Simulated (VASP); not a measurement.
# KCl (Fm-3m) in VASP: single point with LDA

Aim: the single point of KCl with LDA.

Everything below comes from runs of VASP 6.6.1. Logs are shortened: lines on timing, memory, paths and dates and some standing lists are left out, and cuts for length are marked.

**1. The cell of the first run**

The structure is cubic, space group Fm-3m (No. 225). The conventional cell has a = 6.379 Å, b = 6.379 Å, c = 6.379 Å, α = 90.00°, β = 90.00°, γ = 90.00°. K (site symmetry m-3m) has 6 Cl at 3.19 Å within 4.2 Å. Cl (site symmetry m-3m) has 6 K at 3.19 Å within 4.2 Å.

**2. Single point, LDA**

Contents of POSCAR:

```
KCl
1.0
    0.0000000000      3.1894660000      3.1894660000
    3.1894660000      0.0000000000      3.1894660000
    3.1894660000      3.1894660000      0.0000000000
K Cl
1 1
Direct
    0.0000000000      0.0000000000      0.0000000000
    0.5000000000      0.5000000000      0.5000000000
```

Contents of INCAR.step1:

```
ALGO     = Normal         # electronic algorithm
EDIFF    = 1E-7           # SCF threshold, eV
ENCUT    = 520            # plane-wave cutoff, eV
ISIF     = 2              # what is computed and relaxed
ISMEAR   = -1             # smearing method
LASPH    = T              # aspherical terms in the spheres
LCHARG   = T              # write CHGCAR
LREAL    = F              # projectors in reciprocal space
LWAVE    = F              # write WAVECAR
NBANDS   = 15             # bands
NELM     = 100            # most SCF steps
PREC     = Accurate       # precision mode
SIGMA    = 0.1            # smearing width, eV
```

Contents of KPOINTS.step1:

```
k-points
0
Gamma
  7 7 7
```

Contents of INCAR.step2:

```
ALGO     = Normal         # electronic algorithm
EDIFF    = 1E-7           # SCF threshold, eV
ENCUT    = 520            # plane-wave cutoff, eV
ICHARG   = 11             # starting density
ISIF     = 2              # what is computed and relaxed
ISMEAR   = -5             # smearing method
LASPH    = T              # aspherical terms in the spheres
LCHARG   = F              # write CHGCAR
LORBIT   = 10             # projections on sites
LREAL    = F              # projectors in reciprocal space
LWAVE    = F              # write WAVECAR
NEDOS    = 1001           # points of the DOS
NELM     = 100            # most SCF steps
PREC     = Accurate       # precision mode
SIGMA    = 0.1            # smearing width, eV
```

Contents of KPOINTS.step2:

```
k-points
0
Gamma
  11 11 11
```

Potentials or basis: VASP PAW LDA potentials, release 64 (K_sv, Cl).

The run is started by

```bash
cat potpaw_LDA.64/K_sv/POTCAR potpaw_LDA.64/Cl/POTCAR > POTCAR
cp INCAR.step1 INCAR
cp KPOINTS.step1 KPOINTS
mpirun -np 1 vasp_std > vasp.out
cp INCAR.step2 INCAR
cp KPOINTS.step2 KPOINTS
mpirun -np 1 vasp_std > vasp.out
```

OUTCAR:

```text
EDIFF = 1E-7
   ENCUT = 520
   ICHARG = 11
   ISIF = 2
   ISMEAR = -5
   LASPH = T
   LORBIT = 10
   LREAL = F
   NELM = 100
   PREC = Accurate

 ion  position               nearest neighbor table
   1  0.000  0.000  0.000-   2 3.19   2 3.19   2 3.19   2 3.19   2 3.19   2 3.19
   2  0.500  0.500  0.500-   1 3.19   1 3.19   1 3.19   1 3.19   1 3.19   1 3.19

  LATTYP: Found a face centered cubic cell.
 ALAT       =     6.3789320000

  Lattice vectors:

 A1 = (   0.0000000000,   3.1894660000,   3.1894660000)
 A2 = (   3.1894660000,   0.0000000000,   3.1894660000)
 A3 = (   3.1894660000,   3.1894660000,   0.0000000000)

Analysis of symmetry for initial positions (statically):
=====================================================================
 Subroutine PRICEL returns:
 Original cell was already a primitive cell.

 Routine SETGRP: Setting up the symmetry group for a
 face centered cubic supercell.

 Subroutine GETGRP returns: Found 48 space group operations
 (whereof 48 operations were pure point group operations)
 out of a pool of 48 trial point group operations.

The static configuration has the point symmetry O_h .

Analysis of symmetry for dynamics (positions and initial velocities):
=====================================================================
 Subroutine PRICEL returns:
 Original cell was already a primitive cell.

 Routine SETGRP: Setting up the symmetry group for a
 face centered cubic supercell.

 Subroutine GETGRP returns: Found 48 space group operations
 (whereof 48 operations were pure point group operations)
 out of a pool of 48 trial point group operations.

The dynamic configuration has the point symmetry O_h .

 Subroutine INISYM returns: Found 48 space group operations
 (whereof 48 operations are pure point group operations),
 and found     1 'primitive' translations

----------------------------------------------------------------------------------------

                                     Primitive cell

  volume of cell :      64.8909

  direct lattice vectors                    reciprocal lattice vectors
     0.000000000  3.189466000  3.189466000    -0.156766054  0.156766054  0.156766054
     3.189466000  0.000000000  3.189466000     0.156766054 -0.156766054  0.156766054
     3.189466000  3.189466000  0.000000000     0.156766054  0.156766054 -0.156766054

  length of vectors
     4.510586074  4.510586074  4.510586074     0.271526771  0.271526771  0.271526771

  position of ions in fractional coordinates (direct lattice)
     0.000000000  0.000000000  0.000000000
     0.500000000  0.500000000  0.500000000

  ion indices of the primitive-cell ions
   primitive index   ion index
                 1           1
                 2           2

----------------------------------------------------------------------------------------

 KPOINTS: k-points

Automatic generation of k-mesh.
 Grid dimensions read from file:
 generate k-points for:   11   11   11

 Generating k-lattice:

  Cartesian coordinates                     Fractional coordinates (reciprocal lattice)
    -0.014251459  0.014251459  0.014251459     0.090909091  0.000000000  0.000000000
     0.014251459 -0.014251459  0.014251459     0.000000000  0.090909091  0.000000000
     0.014251459  0.014251459 -0.014251459     0.000000000  0.000000000  0.090909091

  Length of vectors
     0.024684252  0.024684252  0.024684252

  Shift w.r.t. Gamma in fractional coordinates (k-lattice)
     0.000000000  0.000000000  0.000000000

 TETIRR: Found    201 inequivalent tetrahedra from     7986

 Subroutine IBZKPT returns following result:
 ===========================================

 Found     56 irreducible k-points:

 Following reciprocal coordinates:
            Coordinates               Weight
  0.000000  0.000000  0.000000      1.000000
  0.090909  0.000000  0.000000      8.000000
  0.181818  0.000000  0.000000      8.000000
  0.272727  0.000000  0.000000      8.000000
  0.363636  0.000000  0.000000      8.000000
  0.454545  0.000000  0.000000      8.000000
[... 16 lines left out ...]
 -0.272727  0.181818  0.000000     24.000000
 -0.181818  0.181818  0.000000     12.000000
 [... further k-points ...]
   k-points           NKPTS =     56   k-points in BZ     NKDIM =     56   number of bands    NBANDS=     12
   number of dos      NEDOS =   1001   number of ions     NIONS =      2
   total plane-waves  NPLWV =  46656
   dimension x,y,z NGX =    36 NGY =   36 NGZ =   36
   dimension x,y,z NGXF=    72 NGYF=   72 NGZF=   72
   ions per type =               1   1
   NGX,Y,Z   is equivalent  to a cutoff of  13.27, 13.27, 13.27 a.u.
   NGXF,Y,Z  is equivalent  to a cutoff of  26.54, 26.54, 26.54 a.u.
 SYSTEM =  unknown system
   PREC   = accura    normal or accurate (medium, high low for compatibility)
   ISTART =      0    job   : 0-new  1-cont  2-samecut
   ICHARG =     11    charge: 1-file 2-atom 10-const
   ISPIN  =      1    spin polarized calculation?
   LNONCOLLINEAR =      F non collinear calculations
   LSORBIT =      F    spin-orbit coupling
   LASPH  =      T    aspherical Exc in radial PAW
   ENCUT  =  520.0 eV  38.22 Ry    6.18 a.u.   8.39  8.39  8.39*2*pi/ulx,y,z
   NELM   =    100;   NELMIN=  2; NELMDL=  0     # of ELM steps
   EDIFF  = 0.1E-06   stopping-criterion for ELM
   LREAL  =      F    real-space projection
   EDIFFG = 0.1E-05   stopping-criterion for IOM
   NSW    =      0    number of steps for IOM
   IBRION =     -1    ionic relax: 0-MD 1-quasi-New 2-CG
   NFREE  =      0    steps in history (QN), initial steepest desc. (CG)
   ISIF   =      2    stress and relaxation
   ISYM   =      2    0-nonsym 1-usesym 2-fastsym
   POTIM  = 0.5000    time-step for ionic-motion
   TEBEG  =    0.0;   TEEND  =   0.0 temperature during run
   PSTRESS=    0.0 pullay stress
   NELECT =      16.0000    total number of electrons
   NUPDOWN=      -1.0000    fix difference up-down
   EMIN   =  10.00;   EMAX   =-10.00  energy-range for DOS
   EFERMI =   0.00;   METHOD = LEGACY
   ISMEAR =    -5;   SIGMA  =   0.10  broadening in eV -4-tet -1-fermi 0-gaus
   EFERMI_NEDOS =   21; number of points for ismear=-14 and -15
   IALGO  =     38    algorithm
   IMIX   =      4    mixing-type and parameters
     AMIX     =   0.40;   BMIX     =  1.00
     AMIX_MAG =   1.60;   BMIX_MAG =  1.00
  volume/ion in A,a.u.               =      32.45       218.95
  Fermi-wavevector in a.u.,A,eV,Ry     =   1.026566  1.939928 14.338331  1.053838
  Thomas-Fermi vector in A             =   2.160465
   LORBIT       =     10    0 simple, 1 ext, 2 COOP (PROOUT), +10 PAW based schemes
   GGA     = CA    functional components
   LHFCALC =     F    Hartree Fock is set to
   AEXX    =    0.0000 exact exchange contribution
   IVDW    =     0    specifies the selected vdW correction
   LEPSILON=     F    determine dielectric tensor
   LRPA    =     F    only Hartree local field effects (RPA)
 non-spin polarized calculation
 Fermi weights with tetrahedron method with Bloechl corrections
  energy-cutoff  :      520.00
  volume of cell :       64.89
 maximum number of plane-waves:      1807
 NGX is ok and might be reduce to    36

 number of electron      15.9999998 magnetization

 Free energy of the ion-electron system (eV)
  ---------------------------------------------------
  ext. energy  EPLUGINS =         0.00000000
  ---------------------------------------------------
  free energy    TOTEN  =        -7.33517516 eV

  energy without entropy =       -7.33517516  energy(sigma->0) =       -7.33517516

 E-fermi :  -2.2090     XC(G=0):  -7.9431

 val. band max:       -2.2417471535   @ k =   0.0000   0.0000   0.0000
 cond. band min:       2.3763185367   @ k =   0.0000   0.0000   0.0000
 fundamental gap:      4.6180656902
 Fermi energy:        -2.2090045461

 k-point     1 :       0.0000    0.0000    0.0000
  band No.  band energies     occupation
      1     -29.1706      2.00000
      2     -14.2226      2.00000
      3     -12.8671      2.00000
      4     -12.8671      2.00000
      5     -12.8671      2.00000
      6      -2.2417      2.00000
      7      -2.2417      2.00000
      8      -2.2417      2.00000
      9       2.3763      0.00000
     10       5.8223      0.00000
     11       5.8223      0.00000
     12       5.8223      0.00000

 k-point     2 :       0.0909    0.0000    0.0000
  band No.  band energies     occupation
      1     -29.1699      2.00000
      2     -14.2387      2.00000
      3     -12.8679      2.00000
      4     -12.8679      2.00000
      5     -12.8472      2.00000
      6      -2.3503      2.00000
      7      -2.2683      2.00000
      8      -2.2683      2.00000
      9       2.5804      0.00000
     10       5.7398      0.00000
     11       5.9237      0.00000
     12       5.9237      0.00000

 k-point     3 :       0.1818    0.0000    0.0000
  band No.  band energies     occupation
      1     -29.1678      2.00000
      2     -14.2798      2.00000
      3     -12.8699      2.00000
      4     -12.8699      2.00000
      5     -12.7957      2.00000
      6      -2.6124      2.00000
      7      -2.3380      2.00000
      8      -2.3380      2.00000
      9       3.1142      0.00000
     10       5.5954      0.00000
     11       6.2192      0.00000
     12       6.2192      0.00000
[... 286 lines left out ...]
 k-point    23 :      -0.2727    0.1818    0.0000
  band No.  band energies     occupation
      1     -29.1620      2.00000
      2     -14.3345      2.00000
      3     -12.9121      2.00000
      4     -12.8736      2.00000
      5     -12.7068      2.00000
      6      -3.0589      2.00000
      7      -2.5253      2.00000
      8      -2.5242      2.00000
      9       4.5919      0.00000
     10       5.4462      0.00000
     11       7.0411      0.00000
     12       7.4259      0.00000

 k-point    24 :      -0.1818    0.1818    0.0000
  band No.  band energies     occupation
      1     -29.1643      2.00000
      2     -14.3192      2.00000
      3     -12.8998      2.00000
      4     -12.8688      2.00000
      5     -12.7315      2.00000
      6      -2.9242      2.00000
      7      -2.4669      2.00000
      8      -2.4306      2.00000
      9       4.0001      0.00000
     10       5.3605      0.00000
     11       6.5931      0.00000
     12       7.2073      0.00000

 [... further k-points ...]
[... 5 lines left out ...]
  --------------------------------------------------------------------------------------
  -------------------------------------------------------------------------------------
  Total       -0.9833232     -0.9833232     -0.9833232      0.0000000      0.0000000     -0.0000000
  in kB      -24.2785611    -24.2785611    -24.2785611      0.0000000      0.0000000     -0.0000000
  external PRESSURE =     -24.2785611 kB  Pullay stress =       0.0000000 kB

 VOLUME and BASIS-vectors are now :
 -----------------------------------------------------------------------------
  energy-cutoff  :      520.00
  volume of cell :       64.89
      direct lattice vectors                 reciprocal lattice vectors
     0.000000000  3.189466000  3.189466000    -0.156766054  0.156766054  0.156766054
     3.189466000  0.000000000  3.189466000     0.156766054 -0.156766054  0.156766054
     3.189466000  3.189466000  0.000000000     0.156766054  0.156766054 -0.156766054

 POSITION                                       TOTAL-FORCE (eV/Angst)
 -----------------------------------------------------------------------------------
      0.00000      0.00000      0.00000        -0.000000     -0.000000     -0.000000
      3.18947      3.18947      3.18947         0.000000      0.000000      0.000000
 -----------------------------------------------------------------------------------
    total drift:                                0.000000      0.000000      0.000000

  FREE ENERGIE OF THE ION-ELECTRON SYSTEM (eV)
  ---------------------------------------------------
  free  energy   TOTEN  =        -7.3351751582 eV

  energy  without entropy=       -7.3351751582  energy(sigma->0) =       -7.33517516

 total charge

# of ion       s       p       d       tot
------------------------------------------
    1        1.954   5.560   0.024   7.538
    2        1.584   3.527   0.000   5.112
--------------------------------------------------
tot          3.538   9.088   0.024  12.650
```

Wall time 83 s (1 thread of Intel Xeon 8259CL, shared host); peak memory 0.18 GiB.

Results:

| Property | Result |
| --- | --- |
| Valence electrons inside the program's atomic spheres | K 7.54; Cl 5.11 |
